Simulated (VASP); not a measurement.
# Si2S (P6_3/mmc) in VASP: notebook

Runs on Si2S. Level: r2SCAN. Tasks: single point, relaxation of cell and atoms.

Everything below comes from runs of VASP 6.6.1. Logs are shortened: lines on timing, memory, paths and dates and some standing lists are left out, and cuts for length are marked.

## Step 1: The cell of the first run

The structure is hexagonal, space group P6_3/mmc (No. 194). The conventional cell has a = 3.318 Å, b = 3.318 Å, c = 10.028 Å, α = 90.00°, β = 90.00°, γ = 120.00°. Within 3.5 Å of Si (site symmetry 3m) lie 10 Si at 2.46 to 3.47 Å and 4 S at 2.58 to 3.28 Å. S (site symmetry -6m2) has 8 Si at 2.58 to 3.28 Å and 6 S at 3.32 Å within 3.4 Å.

## Step 2: Single point, r2SCAN

Contents of POSCAR:

```
Si2S
1.0
    3.3177792720      0.0000000000      0.0000000000
   -1.6588896360      2.8732811337      0.0000000000
    0.0000000000      0.0000000000     10.0282115497
Si S
4 2
Direct
    0.3333333333      0.6666666667      0.5771362220
    0.6666666667      0.3333333333      0.0771362220
    0.3333333333      0.6666666667      0.9228637780
    0.6666666667      0.3333333333      0.4228637780
    0.3333333333      0.6666666667      0.2500000000
    0.6666666667      0.3333333333      0.7500000000
```

Contents of INCAR.step1:

```
PREC = Accurate
ENCUT = 520
ISMEAR = 0
SIGMA = 0.1
LREAL = False
LASPH = True
NELM = 100
NBANDS = 23
GGA = PE
ALGO = Normal
EDIFF = 1E-4
LWAVE = True
LCHARG = False
```

Contents of INCAR.step2:

```
PREC = Accurate
ENCUT = 520
EDIFF = 1E-7
ISMEAR = 0
SIGMA = 0.1
LREAL = False
LASPH = True
NELM = 100
ALGO = Normal
ISIF = 2
LWAVE = False
LCHARG = True
METAGGA = R2SCAN
LMIXTAU = True
LELF = True
LVHAR = True
NBANDS = 23
ISTART = 1
```

Contents of KPOINTS:

```
regular mesh
0
Gamma
  6 6 2
```

Potentials or basis: VASP PAW PBE potentials, release 64 (Si, S).

Started as:

```
> cat potpaw_PBE.64/Si/POTCAR potpaw_PBE.64/S/POTCAR > POTCAR
> cp INCAR.step1 INCAR
> mpirun -np 1 vasp_std > vasp.out
> cp INCAR.step2 INCAR
> mpirun -np 1 vasp_std > vasp.out
```

OUTCAR:

```text
PREC = Accurate
   ENCUT = 520
   EDIFF = 1E-7
   ISMEAR = 0
   LREAL = False
   LASPH = True
   NELM = 100
   ISIF = 2
   METAGGA = R2SCAN
   ISTART = 1

 ion  position               nearest neighbor table
   1  0.333  0.667  0.577-   4 2.46   4 2.46   4 2.46   6 2.58   6 2.58   6 2.58
   2  0.667  0.333  0.077-   3 2.46   3 2.46   3 2.46   5 2.58   5 2.58   5 2.58
   3  0.333  0.667  0.923-   2 2.46   2 2.46   2 2.46   6 2.58   6 2.58   6 2.58
   4  0.667  0.333  0.423-   1 2.46   1 2.46   1 2.46   5 2.58   5 2.58   5 2.58
   5  0.333  0.667  0.250-   2 2.58   4 2.58   2 2.58   4 2.58   2 2.58   4 2.58
   6  0.667  0.333  0.750-   1 2.58   3 2.58   1 2.58   3 2.58   1 2.58   3 2.58

  LATTYP: Found a hexagonal cell.
 ALAT       =     3.3177792720
 C/A-ratio  =     3.0225674246

  Lattice vectors:

 A1 = (   3.3177792720,   0.0000000000,   0.0000000000)
 A2 = (  -1.6588896360,   2.8732811337,   0.0000000000)
 A3 = (   0.0000000000,   0.0000000000,  10.0282115497)

Analysis of symmetry for initial positions (statically):
=====================================================================
 Subroutine PRICEL returns:
 Original cell was already a primitive cell.

 Routine SETGRP: Setting up the symmetry group for a
 hexagonal supercell.

 Subroutine GETGRP returns: Found 24 space group operations
 (whereof 12 operations were pure point group operations)
 out of a pool of 24 trial point group operations.

The static configuration has the point symmetry D_3d.
 The point group associated with its full space group is D_6h.

Analysis of symmetry for dynamics (positions and initial velocities):
=====================================================================
 Subroutine PRICEL returns:
 Original cell was already a primitive cell.

 Routine SETGRP: Setting up the symmetry group for a
 hexagonal supercell.

 Subroutine GETGRP returns: Found 24 space group operations
 (whereof 12 operations were pure point group operations)
 out of a pool of 24 trial point group operations.

The dynamic configuration has the point symmetry D_3d.
 The point group associated with its full space group is D_6h.

 Subroutine INISYM returns: Found 24 space group operations
 (whereof 12 operations are pure point group operations),
 and found     1 'primitive' translations

----------------------------------------------------------------------------------------

                                     Primitive cell

  volume of cell :      95.5981

  direct lattice vectors                    reciprocal lattice vectors
     3.317779272  0.000000000  0.000000000     0.301406428  0.174017082  0.000000000
    -1.658889636  2.873281134  0.000000000     0.000000000  0.348034165  0.000000000
     0.000000000  0.000000000 10.028211550     0.000000000  0.000000000  0.099718678

  length of vectors
     3.317779272  3.317779272 10.028211550     0.348034165  0.348034165  0.099718678

  position of ions in fractional coordinates (direct lattice)
     0.333333333  0.666666667  0.577136222
     0.666666667  0.333333333  0.077136222
     0.333333333  0.666666667  0.922863778
     0.666666667  0.333333333  0.422863778
     0.333333333  0.666666667  0.250000000
     0.666666667  0.333333333  0.750000000

  ion indices of the primitive-cell ions
   primitive index   ion index
                 1           1
                 2           2
                 3           3
                 4           4
                 5           5
                 6           6

----------------------------------------------------------------------------------------

 KPOINTS: regular mesh

Automatic generation of k-mesh.
 Grid dimensions read from file:
 generate k-points for:    6    6    2

 Generating k-lattice:

  Cartesian coordinates                     Fractional coordinates (reciprocal lattice)
     0.050234405  0.029002847  0.000000000     0.166666667  0.000000000  0.000000000
     0.000000000  0.058005694  0.000000000     0.000000000  0.166666667  0.000000000
     0.000000000  0.000000000  0.049859339     0.000000000  0.000000000  0.500000000

  Length of vectors
     0.058005694  0.058005694  0.049859339

  Shift w.r.t. Gamma in fractional coordinates (k-lattice)
     0.000000000  0.000000000  0.000000000

 Subroutine IBZKPT returns following result:
 ===========================================

 Found     14 irreducible k-points:

 Following reciprocal coordinates:
            Coordinates               Weight
  0.000000  0.000000  0.000000      1.000000
  0.166667  0.000000  0.000000      6.000000
  0.333333  0.000000  0.000000      6.000000
  0.500000 -0.000000  0.000000      3.000000
  0.166667  0.166667  0.000000      6.000000
  0.333333  0.166667  0.000000     12.000000
  0.333333  0.333333  0.000000      2.000000
  0.000000  0.000000  0.500000      1.000000
  0.166667  0.000000  0.500000      6.000000
  0.333333  0.000000  0.500000      6.000000
  0.500000 -0.000000  0.500000      3.000000
  0.166667  0.166667  0.500000      6.000000
  0.333333  0.166667  0.500000     12.000000
  0.333333  0.333333  0.500000      2.000000
   k-points           NKPTS =     14   k-points in BZ     NKDIM =     14   number of bands    NBANDS=     23
   number of dos      NEDOS =    301   number of ions     NIONS =      6
   total plane-waves  NPLWV =  62720
   dimension x,y,z NGX =    28 NGY =   28 NGZ =   80
   dimension x,y,z NGXF=    56 NGYF=   56 NGZF=  160
   ions per type =               4   2
   NGX,Y,Z   is equivalent  to a cutoff of  14.03, 14.03, 13.26 a.u.
   NGXF,Y,Z  is equivalent  to a cutoff of  28.06, 28.06, 26.52 a.u.
 SYSTEM =  unknown system
   PREC   = accura    normal or accurate (medium, high low for compatibility)
   ISTART =      1    job   : 0-new  1-cont  2-samecut
   ICHARG =      0    charge: 1-file 2-atom 10-const
   ISPIN  =      1    spin polarized calculation?
   LNONCOLLINEAR =      F non collinear calculations
   LSORBIT =      F    spin-orbit coupling
   LASPH  =      T    aspherical Exc in radial PAW
   ENCUT  =  520.0 eV  38.22 Ry    6.18 a.u.   6.17  6.17 18.65*2*pi/ulx,y,z
   NELM   =    100;   NELMIN=  2; NELMDL=  0     # of ELM steps
   EDIFF  = 0.1E-06   stopping-criterion for ELM
   LREAL  =      F    real-space projection
   EDIFFG = 0.1E-05   stopping-criterion for IOM
   NSW    =      0    number of steps for IOM
   IBRION =     -1    ionic relax: 0-MD 1-quasi-New 2-CG
   NFREE  =      0    steps in history (QN), initial steepest desc. (CG)
   ISIF   =      2    stress and relaxation
   ISYM   =      2    0-nonsym 1-usesym 2-fastsym
   POTIM  = 0.5000    time-step for ionic-motion
   TEBEG  =    0.0;   TEEND  =   0.0 temperature during run
   PSTRESS=    0.0 pullay stress
   NELECT =      28.0000    total number of electrons
   NUPDOWN=      -1.0000    fix difference up-down
   EMIN   =  10.00;   EMAX   =-10.00  energy-range for DOS
   EFERMI =   0.00;   METHOD = LEGACY
   ISMEAR =     0;   SIGMA  =   0.10  broadening in eV -4-tet -1-fermi 0-gaus
   EFERMI_NEDOS =   21; number of points for ismear=-14 and -15
   IALGO  =     38    algorithm
   IMIX   =      4    mixing-type and parameters
     AMIX     =   0.40;   BMIX     =  1.00
     AMIX_MAG =   1.60;   BMIX_MAG =  1.00
  volume/ion in A,a.u.               =      15.93       107.52
  Fermi-wavevector in a.u.,A,eV,Ry     =   1.087204  2.054518 16.082264  1.182013
  Thomas-Fermi vector in A             =   2.223358
   LORBIT       =      0    0 simple, 1 ext, 2 COOP (PROOUT), +10 PAW based schemes
   METAGGA = R2SCAN    functional components
   LHFCALC =     F    Hartree Fock is set to
   AEXX    =    0.0000 exact exchange contribution
   IVDW    =     0    specifies the selected vdW correction
   LEPSILON=     F    determine dielectric tensor
   LRPA    =     F    only Hartree local field effects (RPA)
 non-spin polarized calculation
 Gauss-broadening in eV      SIGMA  =   0.10
  energy-cutoff  :      520.00
  volume of cell :       95.60
 maximum number of plane-waves:      2598
 NGX is ok and might be reduce to    28

 number of electron      27.9999999 magnetization

 Free energy of the ion-electron system (eV)
  ---------------------------------------------------
  ext. energy  EPLUGINS =         0.00000000
  ---------------------------------------------------
  free energy    TOTEN  =       -48.24371870 eV

  energy without entropy =      -48.23687169  energy(sigma->0) =      -48.24029520

 E-fermi :   8.5375     XC(G=0): -11.3414

 val. band max:        8.5114872290   @ k =   0.5000  -0.0000   0.0000
 cond. band min:       8.6074293308   @ k =   0.1667   0.1667   0.0000
 fundamental gap:      0.0959421018
 Fermi energy:         8.5374659046

 k-point     1 :       0.0000    0.0000    0.0000
  band No.  band energies     occupation
      1      -8.1823      2.00000
      2      -7.7224      2.00000
      3      -4.6364      2.00000
      4      -2.2133      2.00000
      5      -0.5181      2.00000
      6       4.4624      2.00000
[... 15 lines left out ...]
     22      13.7864      0.00000
     23      14.4663      0.00000

 k-point     2 :       0.1667    0.0000    0.0000
  band No.  band energies     occupation
      1      -7.7965      2.00000
      2      -7.3670      2.00000
      3      -4.1496      2.00000
      4      -1.8343      2.00000
      5      -0.0720      2.00000
      6       3.7312      2.00000
[... 15 lines left out ...]
     22      14.1273      0.00000
     23      14.4937      0.00000

 k-point     3 :       0.3333    0.0000    0.0000
  band No.  band energies     occupation
      1      -6.7838      2.00000
      2      -6.4630      2.00000
      3      -2.7282      2.00000
      4      -1.0076      2.00000
      5       0.7563      2.00000
      6       1.1759      2.00000
[... 15 lines left out ...]
     22      14.0198      0.00000
     23      15.0938      0.00000
[... 235 lines left out ...]
 k-point    13 :       0.3333    0.1667    0.5000
  band No.  band energies     occupation
      1      -5.9713      2.00000
      2      -5.9713      2.00000
      3      -1.1092      2.00000
      4      -1.1092      2.00000
      5       0.4860      2.00000
      6       0.4860      2.00000
[... 15 lines left out ...]
     22      14.5094      0.00000
     23      15.4504      0.00000

 k-point    14 :       0.3333    0.3333    0.5000
  band No.  band energies     occupation
      1      -5.5788      2.00000
      2      -5.5788      2.00000
      3      -0.6372      2.00000
      4      -0.6372      2.00000
      5       1.3302      2.00000
      6       1.3302      2.00000
[... 15 lines left out ...]
     22      15.9108      0.00000
     23      17.2653      0.00000

------------------------ aborting loop because EDIFF is reached ----------------------------------------

  FORCE on cell =-STRESS in cart. coord.  units (eV):
  Direction    XX          YY          ZZ          XY          YZ          ZX
  --------------------------------------------------------------------------------------
  -------------------------------------------------------------------------------------
  Total       -0.0192110     -0.0192110     -0.0361504      0.0000000      0.0000000      0.0000000
  in kB       -0.3219676     -0.3219676     -0.6058637      0.0000000      0.0000000      0.0000000
  external PRESSURE =      -0.4165996 kB  Pullay stress =       0.0000000 kB

 VOLUME and BASIS-vectors are now :
 -----------------------------------------------------------------------------
  energy-cutoff  :      520.00
  volume of cell :       95.60
      direct lattice vectors                 reciprocal lattice vectors
     3.317779272  0.000000000  0.000000000     0.301406428  0.174017082  0.000000000
    -1.658889636  2.873281134  0.000000000     0.000000000  0.348034165  0.000000000
     0.000000000  0.000000000 10.028211550     0.000000000  0.000000000  0.099718678

 POSITION                                       TOTAL-FORCE (eV/Angst)
 -----------------------------------------------------------------------------------
     -0.00000      1.91552      5.78764        -0.000000      0.000000     -0.001895
      1.65889      0.95776      0.77354         0.000000      0.000000     -0.001895
     -0.00000      1.91552      9.25467        -0.000000      0.000000      0.001895
      1.65889      0.95776      4.24057         0.000000      0.000000      0.001895
     -0.00000      1.91552      2.50705         0.000000     -0.000000      0.000000
      1.65889      0.95776      7.52116        -0.000000     -0.000000      0.000000
 -----------------------------------------------------------------------------------
    total drift:                               -0.000000      0.000000     -0.000000

  FREE ENERGIE OF THE ION-ELECTRON SYSTEM (eV)
  ---------------------------------------------------
  free  energy   TOTEN  =       -48.2437187039 eV

  energy  without entropy=      -48.2368716907  energy(sigma->0) =      -48.24029520
```

Run time: 5.3 min. Hardware: 1 thread of Intel Xeon 8259CL, shared host; peak memory 0.26 GiB.

Results:

- Free energy: -48.2437 eV
- Pressure: 0.0 GPa
- Band gap on the k mesh: zero (bands 14 and 15 overlap by 3.51 eV)

Caveat: the k points lie up to 0.36 Å⁻¹ apart, too coarse for converged energies and pressures of a metal; the PAW data sets were made with another functional, which shifts forces and pressure a little.

## Step 3: Relaxation of cell and atoms, r2SCAN

This run uses another cell than the first one, of the same volume but with other edges.

Contents of POSCAR:

```
Si2S
1.0
    3.0490851694      0.0000000000      0.0000000000
   -1.5245425847      2.6405852151      0.0000000000
    0.0000000000      0.0000000000     11.8596909724
Si S
4 2
Direct
    0.3333333333      0.6666666667      0.6275000000
    0.6666666667      0.3333333333      0.1275000000
    0.3333333333      0.6666666667      0.8725000000
    0.6666666667      0.3333333333      0.3725000000
    0.3333333333      0.6666666667      0.2500000000
    0.6666666667      0.3333333333      0.7500000000
```

Contents of INCAR.step1:

```
PREC = Accurate
ENCUT = 600
ISMEAR = 0
SIGMA = 0.1
LREAL = False
LASPH = True
NELM = 60
GGA = PE
ALGO = Normal
EDIFF = 1E-4
LWAVE = True
LCHARG = False
```

Contents of INCAR.step2:

```
PREC = Accurate
ENCUT = 600
EDIFF = 1E-7
ISMEAR = 0
SIGMA = 0.1
LREAL = False
LASPH = True
NELM = 60
ALGO = Normal
ISIF = 3
LWAVE = False
LCHARG = False
METAGGA = R2SCAN
LMIXTAU = True
IBRION = 2
NSW = 90
EDIFFG = -0.04
ISTART = 1
```

KPOINTS is that of step 2.

Potentials or basis: VASP PAW PBE potentials, release 64 (Si, S).

Started as:

```
> cat potpaw_PBE.64/Si/POTCAR potpaw_PBE.64/S/POTCAR > POTCAR
> cp INCAR.step1 INCAR
> mpirun -np 1 vasp_std > vasp.out
> cp INCAR.step2 INCAR
> mpirun -np 1 vasp_std > vasp.out
```

Run time: 62 min. Hardware: 1 thread of Intel Xeon 8259CL, shared host; peak memory 0.26 GiB.

It converged, with:

```
Free energy                           : -48.2432 eV
Relaxed volume                        : 15.94 Å³/atom
Relaxed cell                          : a = 3.318 Å, b = 3.318 Å, c = 10.032 Å, α = 90.00°, β = 90.00°, γ = 120.00°
Space group after relaxing (to 0.1 Å) : P6_3/mmc (No. 194)
Energy gained by relaxing             : 574.4 meV/atom
Ionic steps                           : 26
Pressure after relaxing               : -0.1 GPa
Largest force after relaxing          : 0.011 eV/Å
Band gap on the k mesh                : zero (bands 14 and 15 overlap by 3.51 eV)
```

Forces in eV/Å, atoms in the order of the input:
```
Si   0.000  0.000  0.011
Si   0.000  0.000  0.011
Si   0.000  0.000 -0.011
Si   0.000  0.000 -0.011
S    0.000  0.000  0.000
S    0.000  0.000  0.000
```

Stress tensor (GPa, compression positive):
```
-0.02  0.00  0.00
 0.00 -0.02  0.00
 0.00  0.00 -0.16
```

Step by step:
| step | energy change (eV) | largest force (eV/Å) | pressure (GPa) | volume (Å³) |
| --- | --- | --- | --- | --- |
| 1 | 0.0000 | 3.9166 | 18.35 | 95.49 |
| 2 | -1.4279 | 0.7118 | -9.12 | 122.77 |
| 3 | -1.9629 | 0.4335 | -3.29 | 112.56 |
| 4 | -1.9699 | 0.5899 | -2.50 | 111.53 |
| 5 | -1.9699 | 0.6428 | -2.23 | 111.20 |
| 6 | -2.0961 | 0.6184 | -1.63 | 107.91 |
| 7 | -2.3818 | 0.5513 | 1.20 | 98.43 |
| 8 | -2.2045 | 0.1186 | 13.76 | 81.08 |
| 9 | -2.4265 | 0.6208 | 4.55 | 93.08 |
| 10 | -2.5010 | 0.4802 | 4.12 | 92.83 |
| 11 | -2.7214 | 0.3148 | 1.78 | 92.03 |
| 12 | -2.8924 | 0.3402 | 1.12 | 90.25 |
| 13 | -1.3126 | 4.2597 | 25.22 | 85.93 |
| 14 | -2.9715 | 0.1725 | 1.85 | 89.88 |
| 15 | -2.8402 | 1.8180 | 8.97 | 88.01 |
| 16 | -3.0283 | 0.5432 | 3.28 | 89.37 |
| 17 | -3.2683 | 0.6890 | 4.08 | 90.48 |
| 18 | -3.3196 | 0.6232 | 4.39 | 90.93 |
| 19 | -3.3112 | 0.8116 | 4.93 | 91.72 |
| 20 | -3.3427 | 0.6296 | 4.39 | 91.27 |
| 21 | -3.3456 | 0.6721 | 4.46 | 91.45 |
| 22 | -3.4300 | 0.2747 | 1.19 | 94.40 |
| 23 | -3.4412 | 0.0968 | -0.50 | 96.33 |
| 24 | -3.4414 | 0.1191 | -0.30 | 96.08 |
| 25 | -3.4443 | 0.0876 | -0.22 | 95.93 |
| 26 | -3.4467 | 0.0108 | -0.06 | 95.63 |

Final structure:
```yaml
crystal:
  lattice:
    - [3.31766, 0.00000, 0.00000]
    - [-1.65883, 2.87317, 0.00000]
    - [0.00000, 0.00000, 10.03186]
  atoms:
    - { symbol: Si, position: [0.33333, 0.66667, 0.57706] }
    - { symbol: Si, position: [0.66667, 0.33333, 0.07706] }
    - { symbol: Si, position: [0.33333, 0.66667, 0.92294] }
    - { symbol: Si, position: [0.66667, 0.33333, 0.42294] }
    - { symbol: S, position: [0.33333, 0.66667, 0.25000] }
    - { symbol: S, position: [0.66667, 0.33333, 0.75000] }
```

Levels at points of the mesh, in eV from the Fermi level:
```csv
k point,band 12,band 13,band 14,band 15,band 16,band 17
"(0.00, 0.00, 0.00)",1.99,2.05,2.05,2.90,2.90,3.26
"(0.50, 0.00, 0.00)",-3.36,-0.70,-0.67,-0.02,1.10,1.23
"(0.00, 0.00, 0.50)",0.20,2.45,2.45,2.45,2.45,4.09
"(0.50, 0.00, 0.50)",-3.52,-1.12,-1.12,0.12,0.12,1.10
```

Caveat: the k points lie up to 0.36 Å⁻¹ apart in the final cell, too coarse for converged energies and pressures of a metal; a cell axis changed by over 15 % at a fixed basis, so the end point is rough; the PAW data sets were made with another functional, which shifts forces and pressure a little.
